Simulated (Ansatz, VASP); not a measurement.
## TePb: VASP beside Ansatz

The input INCAR:

```
SYSTEM = TePb
PREC = Accurate
ENCUT = 520
EDIFF = 1E-6
ISMEAR = 0
SIGMA = 0.01
LREAL = .False.
LASPH = .True.
NELM = 60
ALGO = Normal
ISIF = 2
LWAVE = .False.
LCHARG = .False.
GGA = CA
NBANDS = 28
```

KPOINTS

```
regular mesh
0
Gamma
  6 6 4
  0 0 0
```

File POSCAR:

```
TePb
1.0
    5.4984073724      0.0000000000      0.0000000000
   -2.7492036862      4.7617604648      0.0000000000
    0.0000000000      0.0000000000      6.5753564412
Pb Te
2 2
Direct
    0.3333333333      0.6666666667     -0.0620409686
    0.6666666667      0.3333333333      0.4379590314
    0.3333333333      0.6666666667      0.4370409686
    0.6666666667      0.3333333333      0.9370409686
```

Input for Ansatz:

```yaml
crystal:
  lattice:
    - [5.4984073724, 0.0, 0.0]
    - [-2.7492036862, 4.7617604648, 0.0]
    - [0.0, 0.0, 6.5753564412]
  atoms:
    - { symbol: Pb, position: [0.3333333333, 0.6666666667, -0.0620409686] }
    - { symbol: Pb, position: [0.6666666667, 0.3333333333, 0.4379590314] }
    - { symbol: Te, position: [0.3333333333, 0.6666666667, 0.4370409686] }
    - { symbol: Te, position: [0.6666666667, 0.3333333333, 0.9370409686] }
kpoints:
  mp_grid: { grid: [6, 6, 4] }
  band_path:
    path:
      - [0.0, 0.0, 0.0]
      - [0.5, 0.0, 0.0]
      - [0.3333333333, 0.3333333333, 0.0]
      - [0.0, 0.0, 0.5]
      - [0.5, 0.0, 0.5]
      - [0.3333333333, 0.3333333333, 0.5]
    npoints: 1
hamiltonian:
  xc: lda
scf:
  occupations: { method: fixed }
  n_extra_bands: 5
output:
  forces: true
  stress: true
  eigenvalues: true
  write_density: true
  write_potential: true
  elf: true
  volumetric_format: npy
```

Alike in both runs: task single point; functional LDA; k mesh 6 × 6 × 4; no spin polarisation.

|  | VASP | Ansatz |
| --- | --- | --- |
| version | VASP 6.6.1 | Ansatz 0.2.0 |
| potentials or method | VASP PAW LDA potentials, release 64 (Pb_d, Te) | plane waves, PAW |
| plane-wave cutoff (eV) | 520 | 420 |
| occupations | gaussian, width 0.01 eV | fixed |
| valence electrons in the cell | 40 | 60 |

Ansatz gave:

| Quantity | Value |
| --- | --- |
| gap on the k mesh at the Fermi level (eV) | 1.04 |
| pressure (GPa) | -2.2 |
| traceless stress, the component that is largest in VASP (GPa) | -0.09 |

Q: Which values does VASP return?

A: gap on the k mesh at the Fermi level (eV): 1.03; pressure (GPa): -2.1; traceless stress, the component that is largest in VASP (GPa): -0.10.

LDA's correlation is that of Perdew and Zunger in VASP and of Perdew and Wang (1992) in Ansatz. VASP's potentials hold 40 valence electrons a cell and Ansatz's 60, so a difference there can come from the potentials and not from the codes.

Neither program's run includes spin-orbit coupling.
